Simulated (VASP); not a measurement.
In3P (D03 type):

```xyz
4
Lattice="0.0000 3.4730 3.4730 3.4730 0.0000 3.4730 3.4730 3.4730 0.0000" Properties=species:S:1:pos:R:3 pbc="T T T"
P     0.0000    0.0000    0.0000
In    3.4730    3.4730    3.4730
In    1.7365    1.7365    1.7365
In    5.2094    5.2094    5.2094
```

| Property | Result |
| --- | --- |
| Program | VASP 6.6.1 |
| Task | relaxation of cell and atoms |
| Functional | PBE |
| Potentials or basis | VASP PAW PBE potentials, release 64 (P, In_d) |
| Cutoff | 600 eV |
| k mesh | 10 × 10 × 10 |
| Occupations | fermi-dirac, width 0.03 eV |
| Spin | no spin polarisation |

At the start: pressure 10.1 GPa; volume 20.94 Å³/atom.

**Question.** Where does the relaxation end?

**Answer.** Over 5 steps the energy falls by 102.3 meV/atom and the volume is 24.75 Å³/atom (+18.2 %); space group Fm-3m (No. 225, to 0.1 Å) before and after.

Step by step:
```tsv
step	energy change (eV)	largest force (eV/Å)	pressure (GPa)	volume (Å³)
1	0.0000	0.0000	10.10	83.78
2	-0.4047	0.0000	-0.73	100.83
3	-0.4090	0.0000	0.06	98.85
4	-0.4090	0.0000	-0.07	99.17
5	-0.4090	0.0000	-0.01	99.00
```

Final structure:
```xyz
4
Lattice="0.0000 3.6718 3.6718 3.6718 0.0000 3.6718 3.6718 3.6718 0.0000" Properties=species:S:1:pos:R:3 pbc="T T T"
P     0.0000    0.0000    0.0000
In    3.6718    3.6718    3.6718
In    1.8359    1.8359    1.8359
In    5.5076    5.5076    5.5076
```

Caveat: the volume moved by over 15 % at a fixed basis, so the end points are rough.
